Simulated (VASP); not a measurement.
KSi16 (a cell with a defect), 17 atoms in the cell. The cell holds a defect, 17 atoms: a = 7.640 Å, b = 7.640 Å, c = 7.640 Å, α = 60.00°, β = 60.00°, γ = 60.00°. 

- Program: VASP 6.6.1
- Task: single point
- Functional: LDA
- Potentials or basis: VASP PAW LDA potentials, release 64 (Si, K_sv)
- Cutoff: 520 eV
- k mesh: 3 × 3 × 3
- Occupations: gaussian, width 0.02 eV
- Spin: no spin polarisation
- Dipole correction: no
- Charge: 1
- Further INCAR settings: LREAL = Auto; ALGO = Normal; EDIFF = 1e-07; NBANDS = 50; NELECT = 72.0

Potentials or basis: VASP PAW LDA potentials, release 64 (Si, K_sv).

Launch:

```sh
$ cat potpaw_LDA.64/Si/POTCAR potpaw_LDA.64/K_sv/POTCAR > POTCAR
$ mpirun -np 1 vasp_std > vasp.out
```

Hardware: 1 thread of Oxide Virtual Turin-like Processor, on a shared host.

Question: How long does it take, and how much memory?

Answer: It took 2 min on 1 thread of Oxide Virtual Turin-like Processor, on a shared host, peak memory 0.33 GiB. Counts: scf iterations 15, k points 6.
